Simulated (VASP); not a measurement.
Al:

```
Al
1.0
     2.82708    0.00000    0.00000
    -1.41354    2.44832    0.00000
     0.00000    0.00000    9.18599
Al
4
Direct
  0.00000 0.00000 0.00000
  0.33333 0.66667 0.25000
  0.00000 0.00000 0.50000
  0.66667 0.33333 0.75000
```

Base run:

* Program: VASP 6.6.1
* Functional: LDA
* Potentials or basis: VASP PAW LDA potentials, release 64 (Al)
* Cutoff: 520 eV
* k mesh: 11 × 11 × 3
* Occupations: methfessel-paxton, width 0.05 eV
* Spin: no spin polarisation

Its results: band gap on the k mesh zero (band 6 reaches 12.18 eV, above the bottom of band 7 at 6.23 eV); pressure 0.2 GPa.

Task: The run is repeated on the same cell with these changes: k mesh from 11 × 11 × 3 to 9 × 9 × 3. What comes out?

Result: Band gap on the k mesh zero (band 6 reaches 12.22 eV, above the bottom of band 7 at 6.81 eV); pressure -0.4 GPa.
